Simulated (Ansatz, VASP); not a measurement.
## One calculation of ZnS, two programs

```xyz
2
Lattice="3.4395 0.0000 0.0000 0.0000 3.4395 0.0000 0.0000 0.0000 2.7521" Properties=species:S:1:pos:R:3 pbc="T T T"
Zn    1.7197    1.7197    1.3761
S     0.0000    0.0000    0.0000
```

Alike in both runs: functional PBE; k mesh 6 × 6 × 4; occupations gaussian, width 0.1 eV; no spin polarisation.

Ansatz relaxed the structure, and its values are those at the end. VASP's run is a single point on that final structure, the one shown.

|  | VASP | Ansatz |
| --- | --- | --- |
| version | VASP 6.6.1 | Ansatz 0.2.0 |
| potentials or method | VASP PAW PBE potentials, release 64 (Zn, S), cutoff 520 eV | scalar-relativistic, plane waves, PAW |
| valence electrons in the cell | 18 | 18 |

```tsv
	VASP	Ansatz	Ansatz less VASP
gap on the k mesh at the Fermi level (eV)	none	none	-
pressure (GPa)	0.0	-0.1	-0.08
```

A gap of «none» marks a metal or a gap that the smearing closes.

The k mesh is coarse, so the values compare programs but aren't converged.
